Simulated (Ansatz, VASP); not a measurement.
Ta2AlC2N: VASP beside Ansatz

INCAR

```
SYSTEM = Ta2AlC2N
PREC = Accurate
ENCUT = 600
EDIFF = 1E-7
ISMEAR = 0
SIGMA = 0.1
LREAL = .FALSE.
LASPH = .TRUE.
NELM = 100
ALGO = Normal
ISIF = 3
LWAVE = .FALSE.
LCHARG = .FALSE.
GGA = PE
IBRION = 2
NSW = 90
EDIFFG = -0.04
```

Contents of KPOINTS:

```
regular mesh
0
G
  6 4 4
  0 0 0
```

File POSCAR:

```
Ta2AlC2N
1.0
    3.4610245000      0.0000000000      0.0000000000
    0.0000000000      3.8401309600      0.0000000000
    0.0000000000      0.0000000000      6.6083355400
Ta Al C N
2 1 2 1
Direct
    0.0000000000      0.0000000000      0.7470539800
    0.0000000000      0.0000000000      0.2529460200
    0.5000000000      0.5000000000      0.0000000000
    0.5000000000      0.0000000000      0.5000000000
    0.0000000000      0.5000000000      0.0000000000
    0.5000000000      0.5000000000      0.5000000000
```

Input for Ansatz:

```yaml
crystal:
  lattice:
    - [3.4610245, 0.0, 0.0]
    - [0.0, 3.84013096, 0.0]
    - [0.0, 0.0, 6.60833554]
  atoms:
    - { symbol: Ta, position: [0.0, 0.0, 0.74705398] }
    - { symbol: Ta, position: [0.0, 0.0, 0.25294602] }
    - { symbol: Al, position: [0.5, 0.5, 0.0] }
    - { symbol: C, position: [0.5, 0.0, 0.5] }
    - { symbol: C, position: [0.0, 0.5, 0.0] }
    - { symbol: "N", position: [0.5, 0.5, 0.5] }
basis:
  ecutwfc: 420
kpoints:
  mp_grid: { grid: [6, 4, 4] }
hamiltonian:
  xc: pbe
scf:
  occupations: { method: gaussian, width: 0.1 }
  lower_state_search: "off"
output:
  forces: true
  stress: true
  eigenvalues: true
relax:
  adjacent_minimum: "off"
  f_tol: 0.04
  max_steps: 70
  cell: { stress_tol: 0.4 }
```

Change from the starting cell: species swapped into the LiCa2NiN2 type (Pmmm, No. 47).

Alike in both runs: task relaxation of cell and atoms; functional PBE; k mesh 6 × 4 × 4; occupations gaussian, width 0.1 eV; no spin polarisation.

|  | VASP | Ansatz |
| --- | --- | --- |
| version | VASP 6.6.1 | Ansatz 0.2.0 |
| potentials or method | VASP PAW PBE potentials, release 64 (Ta_pv, Al, C, N), cutoff 600 eV | scalar-relativistic, plane waves, PAW |
| valence electrons in the cell | 38 | 42 |

VASP gave:

* gap on the k mesh at the Fermi level, each at its own relaxed structure (eV): none
* relaxed volume (Å³/atom): 11.88
* relaxed length of the cell vector where the two differ most in proportion (Å): 6.085

Which values does Ansatz return?

gap on the k mesh at the Fermi level, each at its own relaxed structure (eV): none; relaxed volume (Å³/atom): 11.89; relaxed length of the cell vector where the two differ most in proportion (Å): 6.092.

A gap of «none» marks a metal or a gap that the smearing closes. VASP's potentials hold 38 valence electrons a cell and Ansatz's 42, so a difference there can come from the potentials and not from the codes.

The k mesh is coarse, so the values compare programs but aren't converged. Neither program's run includes spin-orbit coupling. Noted on VASP's run: the volume moved by over 15 % at a fixed basis, so the end points are rough.
